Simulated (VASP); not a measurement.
The system is KF.

```
CELL_PARAMETERS angstrom
3.17887 0.00000 0.00000
0.00000 3.17887 0.00000
0.00000 0.00000 3.17887
ATOMIC_POSITIONS crystal
K 0.00000 0.00000 0.00000
F 0.50000 0.50000 0.50000
```

Base run:

* Program: VASP 6.6.1
* Functional: PBE
* Potentials or basis: VASP PAW PBE potentials, release 64 (K_sv, F)
* Cutoff: 520 eV
* k mesh: 6 × 6 × 6
* Occupations: gaussian, width 0.01 eV
* Spin: no spin polarisation

Its results: band gap on the k mesh 6.80 eV (least direct gap 6.83 eV); pressure 3.0 GPa.

Question: The run is repeated on the same cell with these changes: functional from PBE to PBE-based screened hybrid with 30 % exact exchange; k mesh from 6 × 6 × 6 to 4 × 4 × 4. What comes out?

Answer: Band gap on the k mesh 8.99 eV (least direct gap 9.02 eV); pressure 1.5 GPa.

Several settings changed at once.

Caveats: some runs use coarse meshes; the PAW data sets were made with another functional, which shifts forces and pressure a little (at least some runs).

A k mesh can miss the band edges.
